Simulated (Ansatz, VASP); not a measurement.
**MoS2: VASP beside Ansatz**

The input POSCAR:

```
MoS2
1.0
    1.5965459752      0.9217662486      6.0769391911
   -1.5965459752      0.9217662486      6.0769391911
    0.0000000000     -1.8435324972      6.0769391911
Mo S
1 2
Direct
    0.0000000000      0.0000000000      0.0000000000
    0.7525772694      0.7525772694      0.7525772694
    0.2474227306      0.2474227306      0.2474227306
```

Contents of INCAR.step1:

```
SYSTEM = MoS2
PREC = Accurate
ENCUT = 520
ISMEAR = -1
SIGMA = 0.02
LREAL = .FALSE.
LASPH = .TRUE.
NELM = 100
NBANDS = 20
GGA = PE
ALGO = Normal
EDIFF = 1E-4
LWAVE = .TRUE.
LCHARG = .FALSE.
```

File INCAR.step2:

```
SYSTEM = MoS2
PREC = Accurate
ENCUT = 520
EDIFF = 1E-6
ISMEAR = -1
SIGMA = 0.02
LREAL = .FALSE.
LASPH = .TRUE.
NELM = 100
ALGO = Normal
ISIF = 2
LWAVE = .FALSE.
LCHARG = .TRUE.
METAGGA = R2SCAN
LMIXTAU = .TRUE.
LELF = .TRUE.
LVHAR = .TRUE.
NBANDS = 20
ISTART = 1
```

Contents of KPOINTS:

```
regular mesh
0
G
  10 10 10
  0 0 0
```

Input for Ansatz:

```yaml
crystal:
  lattice:
    - [1.5965459752, 0.9217662486, 6.0769391911]
    - [-1.5965459752, 0.9217662486, 6.0769391911]
    - [0.0, -1.8435324972, 6.0769391911]
  atoms:
    - { symbol: Mo, position: [0.0, 0.0, 0.0] }
    - { symbol: S, position: [0.7525772694, 0.7525772694, 0.7525772694] }
    - { symbol: S, position: [0.2474227306, 0.2474227306, 0.2474227306] }
kpoints:
  mp_grid: { grid: [10, 10, 10] }
  band_path:
    path:
      - [0.0, 0.0, 0.0]
      - [0.5, 0.5, 0.5]
      - [0.8179949155, 0.1820050845, 0.5]
      - [0.5, -0.1820050845, 0.1820050845]
      - [0.5, 0.0, 0.0]
      - [0.3410025422, -0.3410025422, 0.0]
      - [0.6589974578, 0.0, 0.3410025422]
      - [0.5, 0.0, 0.5]
      - [0.5, -0.163804576, 0.163804576]
    npoints: 1
hamiltonian:
  xc: r2scan
scf:
  occupations: { method: fermi_dirac, width: 0.02 }
  n_extra_bands: 4
output:
  forces: true
  stress: true
  eigenvalues: true
```

Alike in both runs: task single point; functional r2SCAN; k mesh 10 × 10 × 10; occupations fermi-dirac, width 0.02 eV; no spin polarisation.

|  | VASP | Ansatz |
| --- | --- | --- |
| version | VASP 6.6.1 | Ansatz 0.2.0 |
| potentials or method | VASP PAW PBE potentials, release 64 (Mo_sv, S) | plane waves, PAW |
| plane-wave cutoff (eV) | 520 | 500 |
| valence electrons in the cell | 26 | 26 |

|  | VASP | Ansatz | Ansatz less VASP |
| --- | --- | --- | --- |
| pressure (GPa) | 1.2 | 1.2 | -0.05 |
| rms of the force components (eV/Å) | 0.032 | 0.035 | +0.0024 |

VASP's potentials were made for PBE, not for r2SCAN. Atom by atom the forces differ by 0.002 eV/Å (rms over components).
